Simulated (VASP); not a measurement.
Here is a VASP 6.6.1 calculation.

Contents of INCAR:

```
SYSTEM = SnSe2
ALGO = Normal
EDIFF = 1E-7
ENCUT = 520
GGA = PE
ISIF = 2
ISMEAR = 1
LASPH = .TRUE.
LCHARG = .TRUE.
LELF = .TRUE.
LREAL = .FALSE.
LVHAR = .TRUE.
LWAVE = .FALSE.
NBANDS = 20
NELM = 80
PREC = Accurate
SIGMA = 0.1
```

The input KPOINTS:

```
k-points
0
G
  6 6 4
  0 0 0
```

Contents of POSCAR:

```
SnSe2
1.0
    3.7420074162      0.0000000000      0.0000000000
   -1.8710037081      3.2406707207      0.0000000000
    0.0000000000      0.0000000000      6.0249166900
Sn Se
1 2
Direct
    0.0000000000      0.0000000000      0.0000000000
    0.3333333333      0.6666666667      0.2490000000
    0.6666666667      0.3333333333      0.7510000000
```

Potentials or basis: VASP PAW PBE potentials, release 64 (Sn_d, Se).

Launch:

```sh
$ cat potpaw_PBE.64/Sn_d/POTCAR potpaw_PBE.64/Se/POTCAR > POTCAR
$ mpirun -np 1 vasp_std > vasp.out
```

Question: What does it give for the pressure?

Answer: 10.8 GPa.

Question: What does it give for the band gap on the k mesh?

Answer: 0.86 eV, indirect (least direct gap 1.35 eV).

Forces in eV/Å, atoms in the order of the input:
```
Sn   0.000  0.000  0.000
Se   0.000  0.000  1.396
Se   0.000  0.000 -1.396
```

Caveat: spin-orbit coupling is left out, which moves the levels of the heavy elements; this functional lacks dispersion, which binds the layers, so the pressure and a relaxed spacing across them are unreliable; forces of over 1 eV/Å act on the atoms, so gaps and moduli don't describe the material at rest. A k mesh can miss the band edges.
